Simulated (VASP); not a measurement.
Yb, 2 atoms in the cell. The structure is hexagonal, space group P6_3/mmc (No. 194). The conventional cell has a = 3.707 Å, b = 3.707 Å, c = 5.971 Å, α = 90.00°, β = 90.00°, γ = 120.00°. Within 4.8 Å of Yb (site symmetry -6m2) lie 12 Yb at 3.67 to 3.71 Å. This isn't the form of Yb at room conditions, which is fcc.

| Item | Value |
| --- | --- |
| Program | VASP 6.6.1 |
| Task | single point |
| Functional | PBE |
| Potentials or basis | VASP PAW PBE potentials, release 64 (Yb) |
| Cutoff | 520 eV |
| k mesh | 6 × 6 × 4 |
| Occupations | gaussian, width 0.05 eV |
| Spin | no spin polarisation |
| Dipole correction | no |
| Further INCAR settings | ALGO = Fast; EDIFF = 1e-06; NBANDS = 31 |

Potentials or basis: VASP PAW PBE potentials, release 64 (Yb).

Launch:

```bash
$ cat potpaw_PBE.64/Yb/POTCAR > POTCAR
$ mpirun -np 1 vasp_std > vasp.out
```

Hardware: 1 thread of Intel(R) Xeon(R) Platinum 8488C (Sapphire Rapids) (shared host).

Question: Estimate the wall time of this run.

Answer: Wall time 2.4 min on 1 thread of Intel(R) Xeon(R) Platinum 8488C (Sapphire Rapids), with other jobs on the host, peak memory 0.21 GiB. Counts: scf iterations 49, k points 21.
